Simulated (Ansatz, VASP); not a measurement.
## Two plane-wave programs on MgS

The input POSCAR:

```
MgS
1.0
    0.0219828249      2.6015177399      2.6015177399
    2.6015177399      0.0219828249      2.6015177399
    2.6235005648      2.6235005648      0.0000000000
Mg S
1 1
Direct
    0.0000000000      0.0000000000      0.0000000000
    0.5000000000      0.5000000000      0.5000000000
```

INCAR.step1

```
PREC = Accurate
ENCUT = 520
ISMEAR = 0
SIGMA = 0.01
LREAL = False
LASPH = True
NELM = 60
NBANDS = 11
GGA = PE
ALGO = Normal
EDIFF = 1E-4
LWAVE = True
LCHARG = False
```

Contents of INCAR.step2:

```
PREC = Accurate
ENCUT = 520
EDIFF = 1E-7
ISMEAR = 0
SIGMA = 0.01
LREAL = False
LASPH = True
NELM = 60
ALGO = Normal
ISIF = 2
LWAVE = False
LCHARG = False
METAGGA = R2SCAN
LMIXTAU = True
NBANDS = 11
ISTART = 1
```

KPOINTS

```
regular mesh
0
Gamma
  8 8 8
```

Input for Ansatz:

```yaml
crystal:
  lattice:
    - [0.0219828249, 2.6015177399, 2.6015177399]
    - [2.6015177399, 0.0219828249, 2.6015177399]
    - [2.6235005648, 2.6235005648, 0.0]
  atoms:
    - { symbol: Mg, position: [0.0, 0.0, 0.0] }
    - { symbol: S, position: [0.5, 0.5, 0.5] }
kpoints:
  mp_grid: { grid: [8, 8, 8] }
  band_path:
    path:
      - [0.0, 0.0, 0.0]
      - [0.5, 0.0, 0.5]
      - [0.625, 0.25, 0.625]
      - [0.375, 0.375, 0.75]
      - [0.5, 0.5, 0.5]
      - [0.5, 0.25, 0.75]
      - [0.5, 0.5, 0.0]
    npoints: 1
hamiltonian:
  xc: r2scan
scf:
  occupations: { method: fixed }
  n_extra_bands: 4
output:
  forces: true
  stress: true
  eigenvalues: true
```

Change from the starting cell: shear_xy strain +1.7%.

Alike in both runs: task single point; functional r2SCAN; k mesh 8 × 8 × 8; no spin polarisation.

```csv
,VASP,Ansatz
version,VASP 6.6.1,Ansatz 0.2.0
potentials or method,"VASP PAW PBE potentials, release 64 (Mg, S)","plane waves, PAW"
plane-wave cutoff (eV),520,500
occupations,"gaussian, width 0.01 eV",fixed
valence electrons in the cell,8,16
```

|  | VASP | Ansatz | Ansatz less VASP |
| --- | --- | --- | --- |
| gap on the k mesh at the Fermi level (eV) | 3.34 | 3.37 | +0.028 |
| pressure (GPa) | -0.5 | 0.0 | +0.47 |
| traceless stress, the component that is largest in VASP (GPa) | -1.02 | -1.02 | +0.003 |

VASP's potentials were made for PBE, not for r2SCAN. VASP's potentials hold 8 valence electrons a cell and Ansatz's 16, so a difference there can come from the potentials and not from the codes.
